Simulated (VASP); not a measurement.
Set up this calculation in VASP 6.6.1, as the native input.

* Task: single point
* Functional: LDA
* Potentials or basis: VASP PAW LDA potentials, release 64 (La, Ir)
* Cutoff: 520 eV
* k mesh: 5 × 5 × 6
* Occupations: fermi-dirac, width 0.1 eV
* Spin: no spin polarisation
* Dipole correction: no
* Further INCAR settings: ALGO = Normal; EDIFF = 1e-07; NBANDS = 37

The structure of LaIr5 lies in POSCAR:

```
LaIr5
1.0
    5.2875124472      0.0000000000      0.0000000000
   -2.6437562236      4.5791202991      0.0000000000
    0.0000000000      0.0000000000      4.1367297939
La Ir
1 5
Direct
    0.0000000000      0.0000000000      0.0000000000
    0.5000000000      0.0000000000      0.5000000000
    0.5000000000      0.5000000000      0.5000000000
    0.0000000000      0.5000000000      0.5000000000
    0.3333333333      0.6666666667      0.0000000000
    0.6666666667      0.3333333333      0.0000000000
```

These files were run (other wordings do the same):

INCAR

```
SYSTEM = LaIr5
ALGO = Normal
EDIFF = 1E-7
ENCUT = 520
ISIF = 2
ISMEAR = -1
LASPH = .True.
LCHARG = .True.
LELF = .True.
LREAL = .False.
LVHAR = .True.
LWAVE = .False.
NBANDS = 37
NELM = 60
PREC = Accurate
SIGMA = 0.1
```

KPOINTS

```
k-points
0
Gamma
  5 5 6
  0 0 0
```

Potentials or basis: VASP PAW LDA potentials, release 64 (La, Ir).

The run is started by

```console
$ cat potpaw_LDA.64/La/POTCAR potpaw_LDA.64/Ir/POTCAR > POTCAR
$ mpirun -np 1 vasp_std > vasp.out
```

It gave:

```yaml
Pressure: 11.2 GPa
Band_gap_on_the_k_mesh: zero (bands 28 and 29 overlap by 1.15 eV)
```

Caveat: the cell stands under pressure; spin-orbit coupling is left out, which moves the levels of the heavy elements.

Run time: 3.1 min on 1 thread of Intel(R) Xeon(R) Platinum 8259CL CPU @ 2.50GHz (Skylake/Cascade Lake), on a shared host, peak memory 0.22 GiB.
